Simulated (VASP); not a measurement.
# CdTe: elastic constants with LDA

The system is CdTe.

```
CELL_PARAMETERS angstrom
0.00000 3.20500 3.20500
3.20500 0.00000 3.20500
3.20500 3.20500 0.00000
ATOMIC_POSITIONS crystal
Te 0.75000 0.75000 0.75000
Cd 0.00000 0.00000 0.00000
```

```yaml
Program: VASP 6.6.1
Task: elastic constants
Functional: LDA
Potentials_or_basis: VASP PAW LDA potentials, release 64 (Te, Cd)
Cutoff: 600 eV
k_mesh: 5 × 5 × 5
Occupations: fermi-dirac, width 0.05 eV
Spin: no spin polarisation
Dipole_correction: no
Ions_in_elastic_constants: relaxed
Further_INCAR_settings: ALGO = Normal; EDIFF = 1e-08; IBRION = 6; POTIM = 0.015; NSW = 1; ISIF = 3
```

- Elastic constants C11, C12, C44: 59, 41, 21 GPa
- Voigt bulk modulus: 47 GPa
- Highest phonon frequency at Γ, LO-TO splitting left out: 150 cm⁻¹

Phonon frequencies in cm⁻¹ (negative: imaginary):
```
              q point        frequencies
(0.000, 0.000, 0.000)  0 0 0 150 150 150
```

Elastic tensor in Voigt notation (GPa, in the Cartesian axes of the cell as first typed):
```
59 41 41  0  0  0
41 59 41  0  0  0
41 41 59  0  0  0
 0  0  0 21  0  0
 0  0  0  0 21  0
 0  0  0  0  0 21
```

Clamped-ion elastic tensor (GPa):
```
59 41 41  0  0  0
41 59 41  0  0  0
41 41 59  0  0  0
 0  0  0 42  0  0
 0  0  0  0 42  0
 0  0  0  0  0 42
```

Wall time 4.4 min on 1 thread of Intel(R) Xeon(R) Platinum 8488C (Sapphire Rapids) (shared host), peak memory 0.23 GiB.
